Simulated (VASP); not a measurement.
Input of a VASP 6.6.1 run:

Contents of INCAR:

```
SYSTEM = H6C2O
PREC     = Accurate       ! precision mode
ENCUT    = 520            ! plane-wave cutoff, eV
EDIFF    = 1E-6           ! SCF threshold, eV
ISMEAR   = -1             ! smearing method
SIGMA    = 0.05           ! smearing width, eV
LREAL    = Auto         
LASPH    = .TRUE.         ! aspherical terms in the spheres
NELM     = 100            ! most SCF steps
ALGO     = Normal         ! electronic algorithm
ISIF     = 2              ! what is computed and relaxed
LWAVE    = .FALSE.        ! write WAVECAR
LCHARG   = .FALSE.        ! write CHGCAR
GGA      = PE             ! functional
NBANDS   = 49             ! bands
```

Contents of KPOINTS:

```
Automatic mesh
0
G
  1 1 1
  0 0 0
```

Contents of POSCAR:

```
H6C2O
1.0
    6.9520530000      0.0000000000      0.0000000000
    0.0000000000      6.9520530000      0.0000000000
    0.0000000000      0.0000000000      6.9520530000
C H O
6 18 3
Direct
    0.0146863092      0.3149860912      0.8796969758
    0.1087736241      0.2321040993      1.0285450931
    0.6791950522      0.2536660753      0.4115187269
    0.6008872487      0.2800467718      0.2387496183
   -0.0975970695      0.7485558582      0.2334418337
    0.0781351926      0.7865590208      0.1571190553
    0.0219935032      0.2470924776      0.7344305344
   -0.0742946005      0.4414810992      0.9001657496
    0.1756315724      0.0914549990      1.0104209505
    0.0862766725      0.2813269692      1.1717833567
    0.6889619512      0.3809666008      0.5102953041
    0.7371203873      0.1123984527      0.4598210054
    0.5327059503      0.4123530128      0.1815434951
    0.5861146341      0.1692737383      0.1311411176
   -0.2180938494      0.7077190004      0.1419868347
   -0.1270272249      0.7437659063      0.3857421685
    0.0835148984      0.7854226658      0.0010068968
    0.2004875394      0.8007562658      0.2459848911
    0.0645133171      0.9598459620      0.5404302873
    0.1491789548      0.7703048294      0.6399404608
    0.6520807595      0.8609399267      0.8875363867
    0.7756557667      0.8517771657      0.7001097374
    0.2844915020      0.4828070212      0.7223621569
    0.4553475067      0.6422563234      0.7022961419
    0.0333139002      0.8644352970      0.6379698199
    0.6518074589      0.8210236602      0.7529718200
    0.3217322998      0.6052888262      0.6682774139
```

Potentials or basis: VASP PAW PBE potentials, release 64 (C, H, O).

Run with:

```console
$ cat potpaw_PBE.64/C/POTCAR potpaw_PBE.64/H/POTCAR potpaw_PBE.64/O/POTCAR > POTCAR
$ mpirun -np 1 vasp_gam > vasp.out
```

Q: Estimate the band gap on the k mesh.

A: 4.75 eV.

Q: Estimate the largest force.

A: 2.995 eV/Å.

Stress tensor (GPa, compression positive):
```
-0.80  0.59 -0.21
 0.59 -0.45  0.60
-0.21  0.60  0.49
```

Caveat: the k points lie up to 0.90 Å⁻¹ apart.
